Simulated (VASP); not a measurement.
Input of a VASP 6.6.1 run:

File POSCAR:

```
InP
1.0
    0.0000000000      2.9538987500      2.9538987500
    2.9538987500      0.0000000000      2.9538987500
    2.9538987500      2.9538987500      0.0000000000
In P
1 1
Direct
    0.0000000000      0.0000000000      0.0000000000
    0.2500000000      0.2500000000      0.2500000000
```

The input INCAR.step1:

```
  PREC = Accurate
  ENCUT = 520
  ISMEAR = -1
  SIGMA = 0.02
  LREAL = False
  LASPH = True
  NELM = 150
  MAGMOM = 0 0 0 0 0 0
  LSORBIT = True
  GGA_COMPAT = False
  NBANDS = 30
  GGA = PE
  ALGO = Normal
  EDIFF = 1E-4
  LWAVE = True
  LCHARG = False
```

File INCAR.step2:

```
  PREC = Accurate
  ENCUT = 520
  EDIFF = 1E-6
  ISMEAR = -1
  SIGMA = 0.02
  LREAL = False
  LASPH = True
  NELM = 150
  ALGO = Normal
  ISIF = 2
  LWAVE = False
  LCHARG = False
  MAGMOM = 0 0 0 0 0 0
  LORBIT = 11
  LSORBIT = True
  GGA_COMPAT = False
  LORBMOM = True
  METAGGA = R2SCAN
  LMIXTAU = True
  NBANDS = 30
  ISTART = 1
```

Contents of KPOINTS:

```
regular mesh
0
Gamma
  8 8 8
```

Potentials or basis: VASP PAW PBE potentials, release 64 (In_d, P).

Launch:

```console
$ cat potpaw_PBE.64/In_d/POTCAR potpaw_PBE.64/P/POTCAR > POTCAR
$ cp INCAR.step1 INCAR
$ mpirun -np 1 vasp_ncl > vasp.out
$ cp INCAR.step2 INCAR
$ mpirun -np 1 vasp_ncl > vasp.out
```

Question: Estimate the net moment.

Answer: 0.00 μB per cell.

Question: Predict the pressure.

Answer: -0.2 GPa.

Moments on the atoms (μB; x, y, z):
```
In  0.00 0.00 0.00
P   0.00 0.00 0.00
```

Caveat: the PAW data sets were made with another functional, which shifts forces and pressure a little.
